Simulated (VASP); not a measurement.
# Rb (I4/mmm) in VASP: single point with PBEsol

Aim: the single point of Rb with PBEsol.

Everything below comes from runs of VASP 6.6.1. Logs are shortened: lines on timing, memory, paths and dates and some standing lists are left out, and cuts for length are marked.

### Step 1. The cell of the first run

Symmetry: I4/mmm, No. 139, tetragonal system. The conventional cell has a = 5.780 Å, b = 5.780 Å, c = 5.444 Å, α = 90.00°, β = 90.00°, γ = 90.00°.

### Step 2. Single point, PBEsol (strain +0.030 along x and y, -0.030 along z)

File INCAR:

```
SYSTEM = Rb
PREC = Accurate
ENCUT = 520
EDIFF = 1E-6
ISMEAR = 0
SIGMA = 0.15
LREAL = .FALSE.
LASPH = .TRUE.
NELM = 100
ALGO = Fast
ISIF = 2
LWAVE = .FALSE.
LCHARG = .TRUE.
GGA = PS
LELF = .TRUE.
LVHAR = .TRUE.
NBANDS = 10
```

File KPOINTS:

```
Automatic mesh
0
G
  12 12 12
  0 0 0
```

File POSCAR:

```
Rb
1.0
   -2.8901800000      2.8901800000      2.7218200000
    2.8901800000     -2.8901800000      2.7218200000
    2.8901800000      2.8901800000     -2.7218200000
Rb
1
Direct
    0.0000000000      0.0000000000      0.0000000000
```

Potentials or basis: VASP PAW PBE potentials, release 64 (Rb_sv).

Launch:

```console
$ cat potpaw_PBE.64/Rb_sv/POTCAR > POTCAR
$ mpirun -np 1 vasp_std > vasp.out
```

OUTCAR:

```text
SYSTEM = Rb
   PREC = Accurate
   ENCUT = 520
   EDIFF = 1E-6
   ISMEAR = 0
   LREAL = .FALSE.
   LASPH = .TRUE.
   NELM = 100
   ISIF = 2
   GGA = PS

 ion  position               nearest neighbor table
   1  0.000  0.000  0.000-

  LATTYP: Found a body centered tetragonal cell.
 ALAT       =     5.7803600000
 C/A-ratio  =     0.9417475728

  Lattice vectors:

 A1 = (  -2.8901800000,   2.8901800000,   2.7218200000)
 A2 = (   2.8901800000,  -2.8901800000,   2.7218200000)
 A3 = (   2.8901800000,   2.8901800000,  -2.7218200000)

Analysis of symmetry for initial positions (statically):
=====================================================================
 Subroutine PRICEL returns:
 Original cell was already a primitive cell.

 Routine SETGRP: Setting up the symmetry group for a
 body centered tetragonal supercell.

 Subroutine GETGRP returns: Found 16 space group operations
 (whereof 16 operations were pure point group operations)
 out of a pool of 16 trial point group operations.

The static configuration has the point symmetry D_4h.

Analysis of symmetry for dynamics (positions and initial velocities):
=====================================================================
 Subroutine PRICEL returns:
 Original cell was already a primitive cell.

 Routine SETGRP: Setting up the symmetry group for a
 body centered tetragonal supercell.

 Subroutine GETGRP returns: Found 16 space group operations
 (whereof 16 operations were pure point group operations)
 out of a pool of 16 trial point group operations.

The dynamic configuration has the point symmetry D_4h.

 Subroutine INISYM returns: Found 16 space group operations
 (whereof 16 operations are pure point group operations),
 and found     1 'primitive' translations

----------------------------------------------------------------------------------------

                                     Primitive cell

  volume of cell :      90.9430

  direct lattice vectors                    reciprocal lattice vectors
    -2.890180000  2.890180000  2.721820000     0.000000000  0.172999606  0.183700612
     2.890180000 -2.890180000  2.721820000     0.172999606  0.000000000  0.183700612
     2.890180000  2.890180000 -2.721820000     0.172999606  0.172999606  0.000000000

  length of vectors
     4.910660340  4.910660340  4.910660340     0.252338619  0.252338619  0.244658388

  position of ions in fractional coordinates (direct lattice)
     0.000000000  0.000000000  0.000000000

  ion indices of the primitive-cell ions
   primitive index   ion index
                 1           1

----------------------------------------------------------------------------------------

 KPOINTS: Automatic mesh

Automatic generation of k-mesh.
 Grid dimensions read from file:
 generate k-points for:   12   12   12

 Generating k-lattice:

  Cartesian coordinates                     Fractional coordinates (reciprocal lattice)
     0.000000000  0.014416634  0.015308384     0.083333333  0.000000000  0.000000000
     0.014416634  0.000000000  0.015308384     0.000000000  0.083333333  0.000000000
     0.014416634  0.014416634  0.000000000     0.000000000  0.000000000  0.083333333

  Length of vectors
     0.021028218  0.021028218  0.020388199

  Shift w.r.t. Gamma in fractional coordinates (k-lattice)
     0.000000000  0.000000000  0.000000000

 Subroutine IBZKPT returns following result:
 ===========================================

 Found    163 irreducible k-points:

 Following reciprocal coordinates:
            Coordinates               Weight
  0.000000  0.000000  0.000000      1.000000
  0.083333  0.000000 -0.000000      8.000000
  0.166667  0.000000 -0.000000      8.000000
  0.250000  0.000000 -0.000000      8.000000
  0.333333  0.000000 -0.000000      8.000000
  0.416667  0.000000  0.000000      8.000000
[... 16 lines left out ...]
  0.500000  0.166667 -0.000000     16.000000
 -0.416667  0.166667  0.000000     16.000000
 [... further k-points ...]
   k-points           NKPTS =    163   k-points in BZ     NKDIM =    163   number of bands    NBANDS=     10
   number of dos      NEDOS =    301   number of ions     NIONS =      1
   total plane-waves  NPLWV =  64000
   dimension x,y,z NGX =    40 NGY =   40 NGZ =   40
   dimension x,y,z NGXF=    80 NGYF=   80 NGZF=   80
   ions per type =               1
   NGX,Y,Z   is equivalent  to a cutoff of  13.54, 13.54, 13.54 a.u.
   NGXF,Y,Z  is equivalent  to a cutoff of  27.08, 27.08, 27.08 a.u.
 SYSTEM =  Rb
   PREC   = accura    normal or accurate (medium, high low for compatibility)
   ISTART =      0    job   : 0-new  1-cont  2-samecut
   ICHARG =      2    charge: 1-file 2-atom 10-const
   ISPIN  =      1    spin polarized calculation?
   LNONCOLLINEAR =      F non collinear calculations
   LSORBIT =      F    spin-orbit coupling
   LASPH  =      T    aspherical Exc in radial PAW
   ENCUT  =  520.0 eV  38.22 Ry    6.18 a.u.   9.13  9.13  9.13*2*pi/ulx,y,z
   NELM   =    100;   NELMIN=  2; NELMDL= -5     # of ELM steps
   EDIFF  = 0.1E-05   stopping-criterion for ELM
   LREAL  =      F    real-space projection
   EDIFFG = 0.1E-04   stopping-criterion for IOM
   NSW    =      0    number of steps for IOM
   IBRION =     -1    ionic relax: 0-MD 1-quasi-New 2-CG
   NFREE  =      0    steps in history (QN), initial steepest desc. (CG)
   ISIF   =      2    stress and relaxation
   ISYM   =      2    0-nonsym 1-usesym 2-fastsym
   POTIM  = 0.5000    time-step for ionic-motion
   TEBEG  =    0.0;   TEEND  =   0.0 temperature during run
   PSTRESS=    0.0 pullay stress
   NELECT =       9.0000    total number of electrons
   NUPDOWN=      -1.0000    fix difference up-down
   EMIN   =  10.00;   EMAX   =-10.00  energy-range for DOS
   EFERMI =   0.00;   METHOD = LEGACY
   ISMEAR =     0;   SIGMA  =   0.15  broadening in eV -4-tet -1-fermi 0-gaus
   EFERMI_NEDOS =   21; number of points for ismear=-14 and -15
   IALGO  =     68    algorithm
   IMIX   =      4    mixing-type and parameters
     AMIX     =   0.40;   BMIX     =  1.00
     AMIX_MAG =   1.60;   BMIX_MAG =  1.00
  volume/ion in A,a.u.               =      90.94       613.71
  Fermi-wavevector in a.u.,A,eV,Ry     =   0.757238  1.430973  7.801716  0.573410
  Thomas-Fermi vector in A             =   1.855539
   LORBIT       =      0    0 simple, 1 ext, 2 COOP (PROOUT), +10 PAW based schemes
   GGA     = PS    functional components
   LHFCALC =     F    Hartree Fock is set to
   AEXX    =    0.0000 exact exchange contribution
   IVDW    =     0    specifies the selected vdW correction
   LEPSILON=     F    determine dielectric tensor
   LRPA    =     F    only Hartree local field effects (RPA)
 non-spin polarized calculation
 RMM-DIIS sequential band-by-band and
 Gauss-broadening in eV      SIGMA  =   0.15
  energy-cutoff  :      520.00
  volume of cell :       90.94
 maximum number of plane-waves:      2468
 NGX is ok and might be reduce to    40
   NGX = 19   NGY = 19   NGZ = 19

 number of electron       9.0000000 magnetization

 Free energy of the ion-electron system (eV)
  ---------------------------------------------------
  ext. energy  EPLUGINS =         0.00000000
  ---------------------------------------------------
  free energy    TOTEN  =        -1.02698492 eV

  energy without entropy =       -1.01613553  energy(sigma->0) =       -1.02156023

 E-fermi :  -0.0571     XC(G=0):  -5.5223

 val. band max:       -0.0670462827   @ k =   0.3333   0.0833   0.0833
 cond. band min:      -0.0386251062   @ k =  -0.4167   0.4167   0.1667
 fundamental gap:      0.0284211765
 Fermi energy:        -0.0571190468

 k-point     1 :       0.0000    0.0000    0.0000
  band No.  band energies     occupation
      1     -28.9092      2.00000
      2     -12.9560      2.00000
      3     -12.9560      2.00000
      4     -12.9558      2.00000
      5      -2.0276      2.00000
      6       3.4303      0.00000
      7       3.7460      0.00000
      8       3.7460      0.00000
      9       4.3570      0.00000
     10       4.7907      0.00000

 k-point     2 :       0.0833    0.0000   -0.0000
  band No.  band energies     occupation
      1     -28.9089      2.00000
      2     -12.9626      2.00000
      3     -12.9583      2.00000
      4     -12.9561      2.00000
      5      -1.9435      2.00000
      6       3.3879      0.00000
      7       3.6042      0.00000
      8       3.7349      0.00000
      9       4.3066      0.00000
     10       4.6334      0.00000

 k-point     3 :       0.1667    0.0000   -0.0000
  band No.  band energies     occupation
      1     -28.9081      2.00000
      2     -12.9806      2.00000
      3     -12.9644      2.00000
      4     -12.9565      2.00000
      5      -1.6966      2.00000
      6       3.1097      0.00000
      7       3.1637      0.00000
      8       3.8945      0.00000
      9       4.3251      0.00000
     10       4.5021      0.00000

 k-point     4 :       0.2500    0.0000   -0.0000
  band No.  band energies     occupation
      1     -28.9070      2.00000
      2     -13.0048      2.00000
      3     -12.9728      2.00000
      4     -12.9571      2.00000
      5      -1.3030      2.00000
      6       2.4708      0.00000
      7       2.8775      0.00000
      8       4.2380      0.00000
      9       4.4289      0.00000
     10       4.4972      0.00000
[... 222 lines left out ...]
 k-point    22 :       0.4167    0.1667   -0.0000
  band No.  band energies     occupation
      1     -28.9047      2.00000
      2     -13.0440      2.00000
      3     -12.9973      2.00000
      4     -12.9655      2.00000
      5       0.4725      0.00000
      6       0.8512      0.00000
      7       2.0874      0.00000
      8       3.8895      0.00000
      9       4.8903      0.00000
     10       5.1820      0.00000

 k-point    23 :       0.5000    0.1667   -0.0000
  band No.  band energies     occupation
      1     -28.9049      2.00000
      2     -13.0395      2.00000
      3     -12.9941      2.00000
      4     -12.9645      2.00000
      5      -0.0338      0.82588
      6       1.3399      0.00000
      7       2.1387      0.00000
      8       4.0110      0.00000
      9       4.6989      0.00000
     10       5.1752      0.00000

 k-point    24 :      -0.4167    0.1667    0.0000
  band No.  band energies     occupation
      1     -28.9056      2.00000
      2     -13.0285      2.00000
      3     -12.9852      2.00000
      4     -12.9630      2.00000
      5      -0.6129      2.00000
      6       1.8654      0.00000
      7       2.3307      0.00000
      8       4.2511      0.00000
      9       4.4222      0.00000
     10       5.0669      0.00000

 [... further k-points ...]
[... 5 lines left out ...]
  --------------------------------------------------------------------------------------
  -------------------------------------------------------------------------------------
  Total       -0.0810496     -0.0810496     -0.0671063      0.0000000      0.0000000      0.0000000
  in kB       -1.4278819     -1.4278819     -1.1822378      0.0000000      0.0000000      0.0000000
  external PRESSURE =      -1.3460005 kB  Pullay stress =       0.0000000 kB

 VOLUME and BASIS-vectors are now :
 -----------------------------------------------------------------------------
  energy-cutoff  :      520.00
  volume of cell :       90.94
      direct lattice vectors                 reciprocal lattice vectors
    -2.890180000  2.890180000  2.721820000     0.000000000  0.172999606  0.183700612
     2.890180000 -2.890180000  2.721820000     0.172999606  0.000000000  0.183700612
     2.890180000  2.890180000 -2.721820000     0.172999606  0.172999606  0.000000000

 POSITION                                       TOTAL-FORCE (eV/Angst)
 -----------------------------------------------------------------------------------
      0.00000      0.00000      0.00000         0.000000      0.000000     -0.000000
 -----------------------------------------------------------------------------------
    total drift:                               -0.000000      0.000000     -0.000000

  FREE ENERGIE OF THE ION-ELECTRON SYSTEM (eV)
  ---------------------------------------------------
  free  energy   TOTEN  =        -1.0269849227 eV

  energy  without entropy=       -1.0161355301  energy(sigma->0) =       -1.02156023
```

It took 2.2 min on 1 thread of Intel Xeon Platinum 8488C (Sapphire Rapids), shared host; peak memory 0.32 GiB.

Results:

```
Free energy            : -1.0270 eV
Pressure               : -0.1 GPa
Band gap on the k mesh : zero (an odd number of electrons rules out a gap without spin polarisation)
```

Levels at points of the mesh, in eV from the Fermi level:
```tsv
k point	band 3	band 4	band 5	band 6	band 7	band 8
(0.00, 0.00, 0.00)	-12.90	-12.90	-1.97	3.49	3.80	3.80
(0.50, 0.00, 0.00)	-12.93	-12.90	0.28	0.84	2.49	4.31
(0.50, 0.50, 0.00)	-12.93	-12.90	0.17	0.70	2.82	4.13
(0.50, 0.50, 0.50)	-12.97	-12.96	1.19	1.34	3.05	3.05
```

Caveat: the cell differs from its parent crystal (strain +0.030 along x and y, -0.030 along z); the PAW data sets were made with another functional, which shifts forces and pressure a little.
